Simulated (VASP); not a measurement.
# Sc (Im-3m) in VASP: single point with PBE

Aim: the single point of Sc with PBE.

Everything below comes from runs of VASP 6.6.1. Logs are shortened: lines on timing, memory, paths and dates and some standing lists are left out, and cuts for length are marked.

### 1 The cell of the first run

The structure is cubic, space group Im-3m (No. 229). The conventional cell has a = 3.564 Å, b = 3.564 Å, c = 3.564 Å, α = 90.00°, β = 90.00°, γ = 90.00°. Within 4.1 Å of Sc (site symmetry m-3m) lie 14 Sc at 3.09 to 3.56 Å.

This isn't the form of Sc at room conditions, which is hcp.

### 2 Single point, PBE, collinear spin, zero start

The input, INCAR:

```
PREC = Accurate
ENCUT = 500
EDIFF = 1E-6
ISMEAR = -1
SIGMA = 0.1
LREAL = False
LASPH = True
NELM = 200
ALGO = Normal
ISIF = 2
LWAVE = False
LCHARG = True
ISPIN = 2
MAGMOM = 0
LORBIT = 11
LMAXMIX = 4
GGA = PE
LELF = True
LVHAR = True
NBANDS = 16
GGA_COMPAT = False
```

The input, KPOINTS:

```
Automatic mesh
0
Gamma
  8 8 8
```

The input, POSCAR:

```
Sc
1.0
   -1.7819180000      1.7819180000      1.7819180000
    1.7819180000     -1.7819180000      1.7819180000
    1.7819180000      1.7819180000     -1.7819180000
Sc
1
Direct
    0.0000000000      0.0000000000      0.0000000000
```

Potentials or basis: VASP PAW PBE potentials, release 64 (Sc_sv).

On the command line:

```sh
$ cat potpaw_PBE.64/Sc_sv/POTCAR > POTCAR
$ mpirun -np 1 vasp_std > vasp.out
```

OUTCAR:

```text
PREC = Accurate
   ENCUT = 500
   EDIFF = 1E-6
   ISMEAR = -1
   LREAL = False
   LASPH = True
   NELM = 200
   ISIF = 2
   ISPIN = 2
   LORBIT = 11
   GGA = PE

 ion  position               nearest neighbor table
   1  0.000  0.000  0.000-

  LATTYP: Found a body centered cubic cell.
 ALAT       =     3.5638360000

  Lattice vectors:

 A1 = (  -1.7819180000,   1.7819180000,   1.7819180000)
 A2 = (   1.7819180000,  -1.7819180000,   1.7819180000)
 A3 = (   1.7819180000,   1.7819180000,  -1.7819180000)

Analysis of symmetry for initial positions (statically):
=====================================================================
 Subroutine PRICEL returns:
 Original cell was already a primitive cell.

 Routine SETGRP: Setting up the symmetry group for a
 body centered cubic supercell.

 Subroutine GETGRP returns: Found 48 space group operations
 (whereof 48 operations were pure point group operations)
 out of a pool of 48 trial point group operations.

The static configuration has the point symmetry O_h .

Analysis of symmetry for dynamics (positions and initial velocities):
=====================================================================
 Subroutine PRICEL returns:
 Original cell was already a primitive cell.

 Routine SETGRP: Setting up the symmetry group for a
 body centered cubic supercell.

 Subroutine GETGRP returns: Found 48 space group operations
 (whereof 48 operations were pure point group operations)
 out of a pool of 48 trial point group operations.

The dynamic configuration has the point symmetry O_h .

Analysis of structural, dynamic, and magnetic symmetry:
=====================================================================
 Subroutine PRICEL returns:
 Original cell was already a primitive cell.

 Routine SETGRP: Setting up the symmetry group for a
 body centered cubic supercell.

 Subroutine GETGRP returns: Found 48 space group operations
 (whereof 48 operations were pure point group operations)
 out of a pool of 48 trial point group operations.

The overall configuration has the point symmetry O_h .

 Subroutine INISYM returns: Found 48 space group operations
 (whereof 48 operations are pure point group operations),
 and found     1 'primitive' translations

----------------------------------------------------------------------------------------

                                     Primitive cell

  volume of cell :      22.6320

  direct lattice vectors                    reciprocal lattice vectors
    -1.781918000  1.781918000  1.781918000     0.000000000  0.280596526  0.280596526
     1.781918000 -1.781918000  1.781918000     0.280596526  0.000000000  0.280596526
     1.781918000  1.781918000 -1.781918000     0.280596526  0.280596526  0.000000000

  length of vectors
     3.086372511  3.086372511  3.086372511     0.396823412  0.396823412  0.396823412

  position of ions in fractional coordinates (direct lattice)
     0.000000000  0.000000000  0.000000000

  ion indices of the primitive-cell ions
   primitive index   ion index
                 1           1

----------------------------------------------------------------------------------------

 KPOINTS: Automatic mesh

Automatic generation of k-mesh.
 Grid dimensions read from file:
 generate k-points for:    8    8    8

 Generating k-lattice:

  Cartesian coordinates                     Fractional coordinates (reciprocal lattice)
     0.000000000  0.035074566  0.035074566     0.125000000  0.000000000  0.000000000
     0.035074566  0.000000000  0.035074566     0.000000000  0.125000000  0.000000000
     0.035074566  0.035074566  0.000000000     0.000000000  0.000000000  0.125000000

  Length of vectors
     0.049602927  0.049602927  0.049602927

  Shift w.r.t. Gamma in fractional coordinates (k-lattice)
     0.000000000  0.000000000  0.000000000

 Subroutine IBZKPT returns following result:
 ===========================================

 Found     29 irreducible k-points:

 Following reciprocal coordinates:
            Coordinates               Weight
  0.000000  0.000000  0.000000      1.000000
  0.125000  0.000000  0.000000     12.000000
  0.250000  0.000000  0.000000     12.000000
  0.375000  0.000000  0.000000     12.000000
  0.500000  0.000000  0.000000      6.000000
  0.125000  0.125000  0.000000     24.000000
[... 16 lines left out ...]
 -0.250000  0.250000  0.250000      6.000000
 -0.375000  0.375000  0.250000     24.000000
 [... further k-points ...]
   k-points           NKPTS =     29   k-points in BZ     NKDIM =     29   number of bands    NBANDS=     16
   number of dos      NEDOS =    301   number of ions     NIONS =      1
   total plane-waves  NPLWV =  13824
   dimension x,y,z NGX =    24 NGY =   24 NGZ =   24
   dimension x,y,z NGXF=    48 NGYF=   48 NGZF=   48
   ions per type =               1
   NGX,Y,Z   is equivalent  to a cutoff of  12.93, 12.93, 12.93 a.u.
   NGXF,Y,Z  is equivalent  to a cutoff of  25.85, 25.85, 25.85 a.u.
 SYSTEM =  unknown system
   PREC   = accura    normal or accurate (medium, high low for compatibility)
   ISTART =      0    job   : 0-new  1-cont  2-samecut
   ICHARG =      2    charge: 1-file 2-atom 10-const
   ISPIN  =      2    spin polarized calculation?
   LNONCOLLINEAR =      F non collinear calculations
   LSORBIT =      F    spin-orbit coupling
   LASPH  =      T    aspherical Exc in radial PAW
   ENCUT  =  500.0 eV  36.75 Ry    6.06 a.u.   5.63  5.63  5.63*2*pi/ulx,y,z
   NELM   =    200;   NELMIN=  2; NELMDL= -5     # of ELM steps
   EDIFF  = 0.1E-05   stopping-criterion for ELM
   LREAL  =      F    real-space projection
   EDIFFG = 0.1E-04   stopping-criterion for IOM
   NSW    =      0    number of steps for IOM
   IBRION =     -1    ionic relax: 0-MD 1-quasi-New 2-CG
   NFREE  =      0    steps in history (QN), initial steepest desc. (CG)
   ISIF   =      2    stress and relaxation
   ISYM   =      2    0-nonsym 1-usesym 2-fastsym
   POTIM  = 0.5000    time-step for ionic-motion
   TEBEG  =    0.0;   TEEND  =   0.0 temperature during run
   PSTRESS=    0.0 pullay stress
   NELECT =      11.0000    total number of electrons
   NUPDOWN=      -1.0000    fix difference up-down
   EMIN   =  10.00;   EMAX   =-10.00  energy-range for DOS
   EFERMI =   0.00;   METHOD = LEGACY
   ISMEAR =    -1;   SIGMA  =   0.10  broadening in eV -4-tet -1-fermi 0-gaus
   EFERMI_NEDOS =   21; number of points for ismear=-14 and -15
   IALGO  =     38    algorithm
   IMIX   =      4    mixing-type and parameters
     AMIX     =   0.40;   BMIX     =  1.00
     AMIX_MAG =   1.60;   BMIX_MAG =  1.00
  volume/ion in A,a.u.               =      22.63       152.73
  Fermi-wavevector in a.u.,A,eV,Ry     =   1.287156  2.432373 22.541749  1.656772
  Thomas-Fermi vector in A             =   2.419188
   LORBIT       =     11    0 simple, 1 ext, 2 COOP (PROOUT), +10 PAW based schemes
   GGA     = PE    functional components
   LHFCALC =     F    Hartree Fock is set to
   AEXX    =    0.0000 exact exchange contribution
   IVDW    =     0    specifies the selected vdW correction
   LEPSILON=     F    determine dielectric tensor
   LRPA    =     F    only Hartree local field effects (RPA)
 spin polarized calculation
  energy-cutoff  :      500.00
  volume of cell :       22.63
 maximum number of plane-waves:       603
 NGX is ok and might be reduce to    24
   NGX = 11   NGY = 11   NGZ = 11

 number of electron      10.9999997 magnetization       0.0000018

 number of electron      10.9999997 magnetization      -0.0000068

 Free energy of the ion-electron system (eV)
  ---------------------------------------------------
  ext. energy  EPLUGINS =         0.00000000
  ---------------------------------------------------
  free energy    TOTEN  =        -6.14450643 eV

  energy without entropy =       -6.07106366  energy(sigma->0) =       -6.10778504

 E-fermi :   4.3225     XC(G=0): -10.2267

 val. band max:        4.3095918622   @ k =   0.3750   0.1250   0.1250
 cond. band min:       4.3439504839   @ k =   0.3750   0.2500   0.0000
 fundamental gap:      0.0343586217
 Fermi energy:         4.3224631289

 spin component 1

 k-point     1 :       0.0000    0.0000    0.0000
  band No.  band energies     occupation
      1     -45.0380      1.00000
      2     -23.3901      1.00000
      3     -23.3901      1.00000
      4     -23.3901      1.00000
      5      -1.0799      1.00000
      6       5.8940      0.00000
[... 8 lines left out ...]
     15      24.0018      0.00000
     16      26.7588      0.00000

 k-point     2 :       0.1250    0.0000    0.0000
  band No.  band energies     occupation
      1     -45.0247      1.00000
      2     -23.4698      1.00000
      3     -23.4146      1.00000
      4     -23.3905      1.00000
      5      -0.6350      1.00000
      6       5.6709      0.00000
[... 8 lines left out ...]
     15      23.7457      0.00000
     16      24.1185      0.00000
[... 387 lines left out ...]
      5       1.8512      1.00000
      6       4.8541      0.00489
[... 8 lines left out ...]
     15      25.8528      0.00000
     16      25.8528      0.00000

 k-point    24 :      -0.3750    0.3750    0.2500
  band No.  band energies     occupation
      1     -44.9261      1.00000
      2     -23.7773      1.00000
      3     -23.6280      1.00000
      4     -23.5804      1.00000
      5       2.8370      1.00000
      6       4.0239      0.95193
[... 8 lines left out ...]
     15      24.9531      0.00000
     16      25.7521      0.00000

 [... further k-points ...]

 spin component 2

 k-point     1 :       0.0000    0.0000    0.0000
  band No.  band energies     occupation
      1     -45.0380      1.00000
      2     -23.3901      1.00000
      3     -23.3901      1.00000
      4     -23.3901      1.00000
      5      -1.0799      1.00000
      6       5.8940      0.00000
[... 8 lines left out ...]
     15      24.0018      0.00000
     16      26.7587      0.00000

 k-point     2 :       0.1250    0.0000    0.0000
  band No.  band energies     occupation
      1     -45.0247      1.00000
      2     -23.4698      1.00000
      3     -23.4146      1.00000
      4     -23.3905      1.00000
      5      -0.6350      1.00000
      6       5.6709      0.00000
[... 8 lines left out ...]
     15      23.7457      0.00000
     16      24.1185      0.00000
[... 387 lines left out ...]
      5       1.8512      1.00000
      6       4.8541      0.00489
[... 8 lines left out ...]
     15      25.8527      0.00000
     16      25.8527      0.00000

 k-point    24 :      -0.3750    0.3750    0.2500
  band No.  band energies     occupation
      1     -44.9261      1.00000
      2     -23.7773      1.00000
      3     -23.6281      1.00000
      4     -23.5804      1.00000
      5       2.8370      1.00000
      6       4.0239      0.95193
[... 8 lines left out ...]
     15      24.9531      0.00000
     16      25.7521      0.00000

 [... further k-points ...]
[... 5 lines left out ...]
  --------------------------------------------------------------------------------------
  -------------------------------------------------------------------------------------
  Total        0.8419303      0.8419303      0.8419303      0.0000000      0.0000000      0.0000000
  in kB       59.6023808     59.6023808     59.6023808      0.0000000      0.0000000      0.0000000
  external PRESSURE =      59.6023808 kB  Pullay stress =       0.0000000 kB

 VOLUME and BASIS-vectors are now :
 -----------------------------------------------------------------------------
  energy-cutoff  :      500.00
  volume of cell :       22.63
      direct lattice vectors                 reciprocal lattice vectors
    -1.781918000  1.781918000  1.781918000     0.000000000  0.280596526  0.280596526
     1.781918000 -1.781918000  1.781918000     0.280596526  0.000000000  0.280596526
     1.781918000  1.781918000 -1.781918000     0.280596526  0.280596526  0.000000000

 POSITION                                       TOTAL-FORCE (eV/Angst)
 -----------------------------------------------------------------------------------
      0.00000      0.00000      0.00000         0.000000     -0.000000     -0.000000
 -----------------------------------------------------------------------------------
    total drift:                               -0.000000      0.000000      0.000000

  FREE ENERGIE OF THE ION-ELECTRON SYSTEM (eV)
  ---------------------------------------------------
  free  energy   TOTEN  =        -6.1445064307 eV

  energy  without entropy=       -6.0710636553  energy(sigma->0) =       -6.10778504

 total charge

# of ion       s       p       d       tot
------------------------------------------
    1        2.286   6.120   1.053   9.458

 magnetization (x)

# of ion       s       p       d       tot
------------------------------------------
    1       -0.000   0.000   0.000   0.000
```

Wall time 30 s (1 thread of Intel Xeon 8259CL, shared host); peak memory 0.15 GiB.

Results:

```yaml
Free_energy: -6.1445 eV
Pressure: 6.0 GPa
Net_moment: 0.00 μB per cell
Valence_electrons_inside_the_program's_atomic_spheres: Sc 9.46
```

Caveat: the cell stands under pressure.
